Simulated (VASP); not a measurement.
# AlAs (gw) (F-43m) in VASP: single point with LDA

Aim: the single point of AlAs (gw) with LDA.

Everything below comes from runs of VASP 6.6.1. Logs are shortened: lines on timing, memory, paths and dates and some standing lists are left out, and cuts for length are marked.

**1. The cell of the first run**

It takes space group F-43m (No. 216, cubic). Conventional cell: a = 5.629 Å, b = 5.629 Å, c = 5.629 Å, α = 90.00°, β = 90.00°, γ = 90.00°. Al (site symmetry -43m) has 4 As at 2.44 Å within 3.2 Å. Within 3.2 Å of As (site symmetry -43m) lie 4 Al at 2.44 Å.

**2. Single point, LDA**

Contents of INCAR:

```
SYSTEM = AlAs
PREC     = Accurate       ! precision mode
ENCUT    = 500            ! plane-wave cutoff, eV
EDIFF    = 1E-6           ! SCF threshold, eV
ISMEAR   = 0              ! smearing method
SIGMA    = 0.01           ! smearing width, eV
LREAL    = .FALSE.        ! projectors in reciprocal space
LASPH    = .TRUE.         ! aspherical terms in the spheres
NELM     = 120            ! most SCF steps
ALGO     = Normal         ! electronic algorithm
ISIF     = 2              ! what is computed and relaxed
LWAVE    = .FALSE.        ! write WAVECAR
LCHARG   = .TRUE.         ! write CHGCAR
LELF     = .TRUE.         ! ELF
LVHAR    = .TRUE.       
NBANDS   = 11             ! bands
GGA_COMPAT= .FALSE.
```

Contents of KPOINTS:

```
regular mesh
0
G
  4 4 4
  0 0 0
```

Contents of POSCAR:

```
AlAs
1.0
    0.0000000000      2.8145100285      2.8145100285
    2.8145100285      0.0000000000      2.8145100285
    2.8145100285      2.8145100285      0.0000000000
Al As
1 1
Direct
    0.0000000000      0.0000000000      0.0000000000
    0.2500000000      0.2500000000      0.2500000000
```

Potentials or basis: VASP PAW LDA potentials, release 64 (Al, As).

Command:

```bash
cat potpaw_LDA.64/Al/POTCAR potpaw_LDA.64/As/POTCAR > POTCAR
mpirun -np 1 vasp_std > vasp.out
```

OUTCAR:

```text
SYSTEM = AlAs
   PREC = Accurate
   ENCUT = 500
   EDIFF = 1E-6
   ISMEAR = 0
   LREAL = .FALSE.
   LASPH = .TRUE.
   NELM = 120
   ISIF = 2

 ion  position               nearest neighbor table
   1  0.000  0.000  0.000-   2 2.44   2 2.44   2 2.44   2 2.44
   2  0.250  0.250  0.250-   1 2.44   1 2.44   1 2.44   1 2.44

  LATTYP: Found a face centered cubic cell.
 ALAT       =     5.6290200570

  Lattice vectors:

 A1 = (   0.0000000000,   2.8145100285,   2.8145100285)
 A2 = (   2.8145100285,   0.0000000000,   2.8145100285)
 A3 = (   2.8145100285,   2.8145100285,   0.0000000000)

Analysis of symmetry for initial positions (statically):
=====================================================================
 Subroutine PRICEL returns:
 Original cell was already a primitive cell.

 Routine SETGRP: Setting up the symmetry group for a
 face centered cubic supercell.

 Subroutine GETGRP returns: Found 24 space group operations
 (whereof 24 operations were pure point group operations)
 out of a pool of 48 trial point group operations.

The static configuration has the point symmetry T_d .

Analysis of symmetry for dynamics (positions and initial velocities):
=====================================================================
 Subroutine PRICEL returns:
 Original cell was already a primitive cell.

 Routine SETGRP: Setting up the symmetry group for a
 face centered cubic supercell.

 Subroutine GETGRP returns: Found 24 space group operations
 (whereof 24 operations were pure point group operations)
 out of a pool of 48 trial point group operations.

The dynamic configuration has the point symmetry T_d .

 Subroutine INISYM returns: Found 24 space group operations
 (whereof 24 operations are pure point group operations),
 and found     1 'primitive' translations

----------------------------------------------------------------------------------------

                                     Primitive cell

  volume of cell :      44.5901

  direct lattice vectors                    reciprocal lattice vectors
     0.000000000  2.814510028  2.814510028    -0.177650815  0.177650815  0.177650815
     2.814510028  0.000000000  2.814510028     0.177650815 -0.177650815  0.177650815
     2.814510028  2.814510028  0.000000000     0.177650815  0.177650815 -0.177650815

  length of vectors
     3.980318254  3.980318254  3.980318254     0.307700237  0.307700237  0.307700237

  position of ions in fractional coordinates (direct lattice)
     0.000000000  0.000000000  0.000000000
     0.250000000  0.250000000  0.250000000

  ion indices of the primitive-cell ions
   primitive index   ion index
                 1           1
[... 67 lines left out ...]
   NELECT =       8.0000    total number of electrons
   NUPDOWN=      -1.0000    fix difference up-down
   EMIN   =  10.00;   EMAX   =-10.00  energy-range for DOS
   EFERMI =   0.00;   METHOD = LEGACY
   ISMEAR =     0;   SIGMA  =   0.01  broadening in eV -4-tet -1-fermi 0-gaus
   EFERMI_NEDOS =   21; number of points for ismear=-14 and -15
   IALGO  =     38    algorithm
   IMIX   =      4    mixing-type and parameters
     AMIX     =   0.40;   BMIX     =  1.00
     AMIX_MAG =   1.60;   BMIX_MAG =  1.00
  volume/ion in A,a.u.               =      22.30       150.45
  Fermi-wavevector in a.u.,A,eV,Ry     =   0.923334  1.744848 11.599581  0.852545
  Thomas-Fermi vector in A             =   2.048959
   LORBIT       =      0    0 simple, 1 ext, 2 COOP (PROOUT), +10 PAW based schemes
   GGA     = CA    functional components
   LHFCALC =     F    Hartree Fock is set to
   AEXX    =    0.0000 exact exchange contribution
   IVDW    =     0    specifies the selected vdW correction
   LEPSILON=     F    determine dielectric tensor
   LRPA    =     F    only Hartree local field effects (RPA)
 non-spin polarized calculation
 Gauss-broadening in eV      SIGMA  =   0.01
  energy-cutoff  :      500.00
  volume of cell :       44.59
 maximum number of plane-waves:      1158
 NGX is ok and might be reduce to    30
   NGX = 15   NGY = 15   NGZ = 15

 number of electron       8.0000001 magnetization

 Free energy of the ion-electron system (eV)
  ---------------------------------------------------
  ext. energy  EPLUGINS =         0.00000000
  ---------------------------------------------------
  free energy    TOTEN  =       -10.39018829 eV

  energy without entropy =      -10.39018829  energy(sigma->0) =      -10.39018829

 E-fermi :   4.0708     XC(G=0):  -9.3310

 val. band max:        3.9710489515   @ k =   0.0000   0.0000   0.0000
 cond. band min:       5.2430657658   @ k =   0.5000   0.5000   0.0000
 fundamental gap:      1.2720168142
 Fermi energy:         4.0708016561

 k-point     1 :       0.0000    0.0000    0.0000
  band No.  band energies     occupation
      1      -8.0214      2.00000
      2       3.9710      2.00000
      3       3.9710      2.00000
      4       3.9710      2.00000
      5       5.9727      0.00000
      6       8.2125      0.00000
      7       8.2125      0.00000
      8       8.2125      0.00000
      9      12.6550      0.00000
     10      13.0094      0.00000
     11      13.0094      0.00000
[... 85 lines left out ...]
 k-point     8 :      -0.2500    0.5000    0.2500
  band No.  band energies     occupation
      1      -5.9567      2.00000
      2      -1.1985      2.00000
      3       0.6874      2.00000
      4       1.0511      2.00000
      5       8.2027      0.00000
      6       9.6078      0.00000
      7       9.6170      0.00000
      8       9.9293      0.00000
      9      14.5535      0.00000
     10      16.3304      0.00000
     11      16.5598      0.00000

------------------------ aborting loop because EDIFF is reached ----------------------------------------

  FORCE on cell =-STRESS in cart. coord.  units (eV):
  Direction    XX          YY          ZZ          XY          YZ          ZX
  --------------------------------------------------------------------------------------
  -------------------------------------------------------------------------------------
  Total        0.1833828      0.1833828      0.1833828      0.0000000      0.0000000     -0.0000000
  in kB        6.5891695      6.5891695      6.5891695      0.0000000      0.0000000     -0.0000000
  external PRESSURE =       6.5891695 kB  Pullay stress =       0.0000000 kB

 VOLUME and BASIS-vectors are now :
 -----------------------------------------------------------------------------
  energy-cutoff  :      500.00
  volume of cell :       44.59
      direct lattice vectors                 reciprocal lattice vectors
     0.000000000  2.814510028  2.814510028    -0.177650815  0.177650815  0.177650815
     2.814510028  0.000000000  2.814510028     0.177650815 -0.177650815  0.177650815
     2.814510028  2.814510028  0.000000000     0.177650815  0.177650815 -0.177650815

 POSITION                                       TOTAL-FORCE (eV/Angst)
 -----------------------------------------------------------------------------------
      0.00000      0.00000      0.00000        -0.000000      0.000000     -0.000000
      1.40726      1.40726      1.40726         0.000000     -0.000000      0.000000
 -----------------------------------------------------------------------------------
    total drift:                                0.000000      0.000000      0.000000

  FREE ENERGIE OF THE ION-ELECTRON SYSTEM (eV)
  ---------------------------------------------------
  free  energy   TOTEN  =       -10.3901882897 eV

  energy  without entropy=      -10.3901882897  energy(sigma->0) =      -10.39018829
```

It used 6 s of CPU time on 1 thread of AMD EPYC 7R13 Processor (Zen 3) (shared host).

Results:

```
Free energy            : -10.3902 eV
Pressure               : 0.7 GPa
Band gap on the k mesh : 1.27 eV, indirect (least direct gap 2.00 eV)
```

Caveat: the k points lie up to 0.48 Å⁻¹ apart. A k mesh can miss the band edges.
